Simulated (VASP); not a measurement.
Write the native input for VASP 6.6.1 that does the following.

```yaml
Task: single point
Functional: r2SCAN
Potentials_or_basis: VASP PAW PBE potentials, release 64 (Li_sv, Cl)
Cutoff: 520 eV
k_mesh: 8 × 8 × 8
Occupations: gaussian, width 0.02 eV
Spin: no spin polarisation
Dipole_correction: no
Further_INCAR_settings: ALGO = Normal; EDIFF = 1e-06; NBANDS = 12
```

LiCl:

```
Li Cl
1.0
     0.00000    2.55620    2.55620
     2.55620    0.00000    2.55620
     2.55620    2.55620    0.00000
Li Cl
1 1
Direct
  0.00000 0.00000 0.00000
  0.50000 0.50000 0.50000
```

One way to write it, as run:

POSCAR

```
LiCl
1.0
    0.0000000000      2.5562025359      2.5562025359
    2.5562025359      0.0000000000      2.5562025359
    2.5562025359      2.5562025359      0.0000000000
Li Cl
1 1
Direct
    0.0000000000      0.0000000000      0.0000000000
    0.5000000000      0.5000000000      0.5000000000
```

INCAR.step1

```
SYSTEM = LiCl
PREC = Accurate
ENCUT = 520
ISMEAR = 0
SIGMA = 0.02
LREAL = .FALSE.
LASPH = .TRUE.
NELM = 80
NBANDS = 12
GGA = PE
ALGO = Normal
EDIFF = 1E-4
LWAVE = .TRUE.
LCHARG = .FALSE.
```

INCAR.step2

```
SYSTEM = LiCl
PREC = Accurate
ENCUT = 520
EDIFF = 1E-6
ISMEAR = 0
SIGMA = 0.02
LREAL = .FALSE.
LASPH = .TRUE.
NELM = 80
ALGO = Normal
ISIF = 2
LWAVE = .FALSE.
LCHARG = .FALSE.
METAGGA = R2SCAN
LMIXTAU = .TRUE.
NBANDS = 12
ISTART = 1
```

KPOINTS

```
Automatic mesh
0
G
  8 8 8
  0 0 0
```

Potentials or basis: VASP PAW PBE potentials, release 64 (Li_sv, Cl).

The run is started by

```bash
$ cat potpaw_PBE.64/Li_sv/POTCAR potpaw_PBE.64/Cl/POTCAR > POTCAR
$ cp INCAR.step1 INCAR
$ mpirun -np 1 vasp_std > vasp.out
$ cp INCAR.step2 INCAR
$ mpirun -np 1 vasp_std > vasp.out
```

Results of the run:

The band gap on the k mesh is 7.36 eV, direct.

It used 74 s of CPU time on 1 thread of AMD EPYC 7R13 Processor (Zen 3) (shared host).
